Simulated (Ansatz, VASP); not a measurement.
**One calculation of Si3N4, two programs**

INCAR

```
SYSTEM = Si3N4
ALGO = Normal
EDIFF = 1E-6
ENCUT = 520
GGA = PE
ISIF = 2
ISMEAR = -1
LASPH = .True.
LCHARG = .False.
LREAL = .False.
LWAVE = .False.
NBANDS = 25
NELM = 80
PREC = Accurate
SIGMA = 0.05
```

File KPOINTS:

```
k-points
0
Gamma
  6 6 6
  0 0 0
```

The input POSCAR:

```
Si3N4
1.0
    4.1307800000      0.0000000000      0.0000000000
    0.0000000000      4.1307800000      0.0000000000
    0.0000000000      0.0000000000      4.1307800000
Si N
3 4
Direct
    0.0000000000      0.0000000000      0.5000000000
    0.5000000000      0.0000000000      0.0000000000
    0.0000000000      0.5000000000      0.0000000000
    0.2395200000      0.2395200000      0.7604800000
    0.7604800000      0.7604800000      0.7604800000
    0.2395200000      0.7604800000      0.2395200000
    0.7604800000      0.2395200000      0.2395200000
```

Contents of input.yaml:

```yaml
crystal:
  lattice:
    - [4.13078, 0.0, 0.0]
    - [0.0, 4.13078, 0.0]
    - [0.0, 0.0, 4.13078]
  atoms:
    - { symbol: Si, position: [0.0, 0.0, 0.5] }
    - { symbol: Si, position: [0.5, 0.0, 0.0] }
    - { symbol: Si, position: [0.0, 0.5, 0.0] }
    - { symbol: "N", position: [0.23952, 0.23952, 0.76048] }
    - { symbol: "N", position: [0.76048, 0.76048, 0.76048] }
    - { symbol: "N", position: [0.23952, 0.76048, 0.23952] }
    - { symbol: "N", position: [0.76048, 0.23952, 0.23952] }
hamiltonian:
  xc: pbe
  pseudopotentials: { kind: paw }
kpoints:
  mp_grid: { grid: [6, 6, 6] }
  band_path:
    path:
      - [[0.0, 0.0, 0.0], [0.0, 0.5, 0.0], [0.5, 0.5, 0.0], [0.0, 0.0, 0.0], [0.5, 0.5, 0.5], [0.0, 0.5, 0.0]]
      - [[0.5, 0.5, 0.0], [0.5, 0.5, 0.5]]
    npoints: 10
scf:
  occupations: { method: fermi_dirac, width: 0.05 }
  n_extra_bands: 17
output:
  forces: true
  stress: true
  eigenvalues: true
  fatbands: false
```

Alike in both runs: functional PBE; k mesh 6 × 6 × 6; occupations fermi-dirac, width 0.05 eV; no spin polarisation.

|  | VASP | Ansatz |
| --- | --- | --- |
| version | VASP 6.6.1 | Ansatz 0.2.0 |
| potentials or method | VASP PAW PBE potentials, release 64 (Si, N) | Ansatz PAW |
| plane-wave cutoff (eV) | 520 | 420 |
| valence electrons in the cell | 32 | 32 |
| task | single point | band structure |

Ansatz gave:

* gap on the k mesh at the Fermi level (eV): 2.73
* least direct gap on the mesh (eV): 2.93
* pressure (GPa): 0.0
* rms of the force components (eV/Å): 0.000

Problem. Estimate VASP's values.

Solution. gap on the k mesh at the Fermi level (eV): 2.72; least direct gap on the mesh (eV): 2.92; pressure (GPa): -0.2; rms of the force components (eV/Å): 0.007.

Atom by atom the forces differ by 0.007 eV/Å (rms over components).
